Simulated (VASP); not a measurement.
# PbO2 (I4/mmm) in VASP: single point with r2SCAN

Aim: the single point of PbO2 with r2SCAN.

All numbers are computed with VASP 6.6.1; they aren't measurements. Logs are shortened: lines on timing, memory, paths and dates and some standing lists are left out, and cuts for length are marked.

### Step 1. The cell of the first run

Symmetry: I4/mmm, No. 139, tetragonal system. The conventional cell has a = 3.572 Å, b = 3.572 Å, c = 5.318 Å, α = 90.00°, β = 90.00°, γ = 90.00°. Within 2.9 Å of Pb (site symmetry 4/mmm) lie 8 O at 2.23 Å. Within 2.9 Å of O (site symmetry -4m2) lie 4 Pb at 2.23 Å and 6 O at 2.53 to 2.66 Å.

### Step 2. Single point, r2SCAN (strain -0.050 along x and y, +0.000 along z)

Input file POSCAR:

```
PbO2
1.0
    0.0000000000      2.5260060467      2.6589537334
    2.5260060467      0.0000000000      2.6589537334
    2.5260060467      2.5260060467      0.0000000000
Pb O
1 2
Direct
    0.0000000000      0.0000000000      0.0000000000
    0.2500000000      0.2500000000      0.2500000000
    0.7500000000      0.7500000000      0.7500000000
```

Input file INCAR.step1:

```
SYSTEM = PbO2
  PREC = Accurate
  ENCUT = 910
  ISMEAR = 0
  SIGMA = 0.15
  LREAL = .FALSE.
  LASPH = .TRUE.
  NELM = 120
  NBANDS = 20
  GGA = PE
  ALGO = Normal
  EDIFF = 1E-5
  LWAVE = .TRUE.
  LCHARG = .FALSE.
  GGA_COMPAT = .FALSE.
```

Input file INCAR.step2:

```
SYSTEM = PbO2
  PREC = Accurate
  ENCUT = 910
  EDIFF = 1E-6
  ISMEAR = 0
  SIGMA = 0.15
  LREAL = .FALSE.
  LASPH = .TRUE.
  NELM = 120
  ALGO = Normal
  ISIF = 2
  LWAVE = .FALSE.
  LCHARG = .FALSE.
  METAGGA = R2SCAN
  LMIXTAU = .TRUE.
  NBANDS = 20
  ISTART = 1
  GGA_COMPAT = .FALSE.
```

Input file KPOINTS:

```
regular mesh
0
G
  16 16 16
  0 0 0
```

Potentials or basis: VASP PAW PBE potentials, release 64 (Pb_d, O_h).

Run with:

```
cat potpaw_PBE.64/Pb_d/POTCAR potpaw_PBE.64/O_h/POTCAR > POTCAR
cp INCAR.step1 INCAR
mpirun -np 1 vasp_std > vasp.out
cp INCAR.step2 INCAR
mpirun -np 1 vasp_std > vasp.out
```

OUTCAR:

```text
SYSTEM = PbO2
   PREC = Accurate
   ENCUT = 910
   EDIFF = 1E-6
   ISMEAR = 0
   LREAL = .FALSE.
   LASPH = .TRUE.
   NELM = 120
   ISIF = 2
   METAGGA = R2SCAN
   ISTART = 1

 ion  position               nearest neighbor table
   1  0.000  0.000  0.000-   3 2.23   3 2.23   3 2.23   2 2.23   3 2.23   2 2.23   2 2.23   2 2.23

   2  0.250  0.250  0.250-   1 2.23   1 2.23   1 2.23   1 2.23
   3  0.750  0.750  0.750-   1 2.23   1 2.23   1 2.23   1 2.23

  LATTYP: Found a body centered tetragonal cell.
 ALAT       =     3.5723120099
 C/A-ratio  =     1.4886458551

  Lattice vectors:

 A1 = (  -2.5260060467,   0.0000000000,   2.6589537334)
 A2 = (   2.5260060467,   0.0000000000,   2.6589537334)
 A3 = (   0.0000000000,   2.5260060467,  -2.6589537334)

Analysis of symmetry for initial positions (statically):
=====================================================================
 Subroutine PRICEL returns:
 Original cell was already a primitive cell.

 Routine SETGRP: Setting up the symmetry group for a
 body centered tetragonal supercell.

 Subroutine GETGRP returns: Found 16 space group operations
 (whereof 16 operations were pure point group operations)
 out of a pool of 16 trial point group operations.

The static configuration has the point symmetry D_4h.

Analysis of symmetry for dynamics (positions and initial velocities):
=====================================================================
 Subroutine PRICEL returns:
 Original cell was already a primitive cell.

 Routine SETGRP: Setting up the symmetry group for a
 body centered tetragonal supercell.

 Subroutine GETGRP returns: Found 16 space group operations
 (whereof 16 operations were pure point group operations)
 out of a pool of 16 trial point group operations.

The dynamic configuration has the point symmetry D_4h.

 Subroutine INISYM returns: Found 16 space group operations
 (whereof 16 operations are pure point group operations),
 and found     1 'primitive' translations

----------------------------------------------------------------------------------------

                                     Primitive cell

[... 84 lines left out ...]
   ISTART =      1    job   : 0-new  1-cont  2-samecut
   ICHARG =      0    charge: 1-file 2-atom 10-const
   ISPIN  =      1    spin polarized calculation?
   LNONCOLLINEAR =      F non collinear calculations
   LSORBIT =      F    spin-orbit coupling
   LASPH  =      T    aspherical Exc in radial PAW
   ENCUT  =  910.0 eV  66.88 Ry    8.18 a.u.   9.02  9.02  8.79*2*pi/ulx,y,z
   NELM   =    120;   NELMIN=  2; NELMDL=  0     # of ELM steps
   EDIFF  = 0.1E-05   stopping-criterion for ELM
   LREAL  =      F    real-space projection
   EDIFFG = 0.1E-04   stopping-criterion for IOM
   NSW    =      0    number of steps for IOM
   IBRION =     -1    ionic relax: 0-MD 1-quasi-New 2-CG
   NFREE  =      0    steps in history (QN), initial steepest desc. (CG)
   ISIF   =      2    stress and relaxation
   ISYM   =      2    0-nonsym 1-usesym 2-fastsym
   POTIM  = 0.5000    time-step for ionic-motion
   TEBEG  =    0.0;   TEEND  =   0.0 temperature during run
   PSTRESS=    0.0 pullay stress
   NELECT =      26.0000    total number of electrons
   NUPDOWN=      -1.0000    fix difference up-down
   EMIN   =  10.00;   EMAX   =-10.00  energy-range for DOS
   EFERMI =   0.00;   METHOD = LEGACY
   ISMEAR =     0;   SIGMA  =   0.15  broadening in eV -4-tet -1-fermi 0-gaus
   EFERMI_NEDOS =   21; number of points for ismear=-14 and -15
   IALGO  =     38    algorithm
   IMIX   =      4    mixing-type and parameters
     AMIX     =   0.40;   BMIX     =  1.00
     AMIX_MAG =   1.60;   BMIX_MAG =  1.00
  volume/ion in A,a.u.               =      11.31        76.33
  Fermi-wavevector in a.u.,A,eV,Ry     =   1.498061  2.830924 30.534005  2.244186
  Thomas-Fermi vector in A             =   2.609868
   LORBIT       =      0    0 simple, 1 ext, 2 COOP (PROOUT), +10 PAW based schemes
   METAGGA = R2SCAN    functional components
   LHFCALC =     F    Hartree Fock is set to
   AEXX    =    0.0000 exact exchange contribution
   IVDW    =     0    specifies the selected vdW correction
   LEPSILON=     F    determine dielectric tensor
   LRPA    =     F    only Hartree local field effects (RPA)
 non-spin polarized calculation
 Gauss-broadening in eV      SIGMA  =   0.15
  energy-cutoff  :      910.00
  volume of cell :       33.93
 maximum number of plane-waves:      2138
   NGX = 19   NGY = 19   NGZ = 17

 number of electron      26.0000004 magnetization

 Free energy of the ion-electron system (eV)
  ---------------------------------------------------
  ext. energy  EPLUGINS =         0.00000000
  ---------------------------------------------------
  free energy    TOTEN  =       -70.47123995 eV

  energy without entropy =      -70.46944770  energy(sigma->0) =      -70.47034382

 E-fermi :   8.0418     XC(G=0): -12.8149

 val. band max:        8.0349491685   @ k =  -0.2500   0.2500   0.5000
 cond. band min:       8.0763817511   @ k =  -0.0625   0.0000   0.0625
 fundamental gap:      0.0414325827
 Fermi energy:         8.0417606466

 k-point     1 :       0.0000    0.0000    0.0000
  band No.  band energies     occupation
      1     -12.9810      2.00000
      2      -9.2050      2.00000
      3      -8.6765      2.00000
      4      -8.5937      2.00000
      5      -8.5937      2.00000
      6      -8.1521      2.00000
[... 541 lines left out ...]
     19      24.6333      0.00000
     20      25.7951      0.00000

 [... further k-points ...]

------------------------ aborting loop because EDIFF is reached ----------------------------------------

  FORCE on cell =-STRESS in cart. coord.  units (eV):
  Direction    XX          YY          ZZ          XY          YZ          ZX
  --------------------------------------------------------------------------------------
  -------------------------------------------------------------------------------------
  Total        6.2033826      6.2033826      2.2655842      0.0000000      0.0000000      0.0000000
  in kB      292.9068979    292.9068979    106.9747405      0.0000000      0.0000000      0.0000000
  external PRESSURE =     230.9295121 kB  Pullay stress =       0.0000000 kB

 VOLUME and BASIS-vectors are now :
 -----------------------------------------------------------------------------
  energy-cutoff  :      910.00
  volume of cell :       33.93
      direct lattice vectors                 reciprocal lattice vectors
     0.000000000  2.526006047  2.658953733    -0.197940936  0.197940936  0.188043889
     2.526006047  0.000000000  2.658953733     0.197940936 -0.197940936  0.188043889
     2.526006047  2.526006047  0.000000000     0.197940936  0.197940936 -0.188043889

 POSITION                                       TOTAL-FORCE (eV/Angst)
 -----------------------------------------------------------------------------------
      0.00000      0.00000      0.00000         0.000000      0.000000      0.000000
      1.26300      1.26300      1.32948         0.000000      0.000000      0.000000
      3.78901      3.78901      3.98843        -0.000000     -0.000000     -0.000000
 -----------------------------------------------------------------------------------
    total drift:                                0.000000      0.000000      0.000000

  FREE ENERGIE OF THE ION-ELECTRON SYSTEM (eV)
  ---------------------------------------------------
  free  energy   TOTEN  =       -70.4712399539 eV

  energy  without entropy=      -70.4694476959  energy(sigma->0) =      -70.47034382
```

OUTCAR.step1:

```text
SYSTEM = PbO2
   PREC = Accurate
   ENCUT = 910
   ISMEAR = 0
   LREAL = .FALSE.
   LASPH = .TRUE.
   NELM = 120
[... 777 lines left out ...]
      0.00000      0.00000      0.00000        -0.000000      0.000000      0.000000
      1.26300      1.26300      1.32948         0.000000      0.000000     -0.000000
      3.78901      3.78901      3.98843        -0.000000     -0.000000      0.000000
 -----------------------------------------------------------------------------------
    total drift:                                0.000000      0.000000      0.000000

  FREE ENERGIE OF THE ION-ELECTRON SYSTEM (eV)
  ---------------------------------------------------
  free  energy   TOTEN  =       -15.1018672773 eV

  energy  without entropy=      -15.0990068969  energy(sigma->0) =      -15.10043709
```

OSZICAR.step1:

```text
N       E                     dE             d eps       ncg     rms          rms(c)
DAV:   1     0.370039203216E+03    0.37004E+03   -0.19015E+04 14088   0.247E+03
DAV:   2     0.357056516929E+02   -0.33433E+03   -0.31802E+03 15628   0.583E+02
DAV:   3    -0.156682256139E+02   -0.51374E+02   -0.48847E+02 17604   0.186E+02
DAV:   4    -0.181151211918E+02   -0.24469E+01   -0.24214E+01 16868   0.408E+01
DAV:   5    -0.181734923572E+02   -0.58371E-01   -0.58348E-01 17520   0.624E+00    0.105E+01
DAV:   6    -0.150940966193E+02    0.30794E+01   -0.10698E+01 21324   0.472E+01    0.282E+00
DAV:   7    -0.151152913483E+02   -0.21195E-01   -0.60124E-01 15464   0.691E+00    0.180E+00
DAV:   8    -0.151080091776E+02    0.72822E-02   -0.11478E-01 17036   0.446E+00    0.683E-01
DAV:   9    -0.151011263101E+02    0.68829E-02   -0.21141E-02 21160   0.239E+00    0.100E-01
DAV:  10    -0.151018765681E+02   -0.75026E-03   -0.32939E-03 15412   0.425E-01    0.632E-02
DAV:  11    -0.151018686361E+02    0.79320E-05   -0.10667E-04 17052   0.103E-01    0.224E-02
DAV:  12    -0.151018672773E+02    0.13588E-05   -0.34592E-05 13712   0.524E-02
   1 F= -.15101867E+02 E0= -.15100437E+02  d E =-.286038E-02
```

Run time: 11 min. Hardware: 1 thread of Intel Xeon 6975P-C (Granite Rapids), shared host; peak memory 0.59 GiB.

Results:

- Free energy: -70.4712 eV
- Pressure: 23.1 GPa
- Band gap on the k mesh: zero (bands 13 and 14 overlap by 1.42 eV)

Caveat: the cell differs from its parent crystal (strain -0.050 along x and y, +0.000 along z); the cutoff is under 1.25 times the usual one of these potentials, so pressure, stress and relaxed cells hold a basis-set (Pulay) error; the cell stands under pressure; the PAW data sets were made with another functional, which shifts forces and pressure a little; spin-orbit coupling is left out, which moves the levels of the heavy elements.
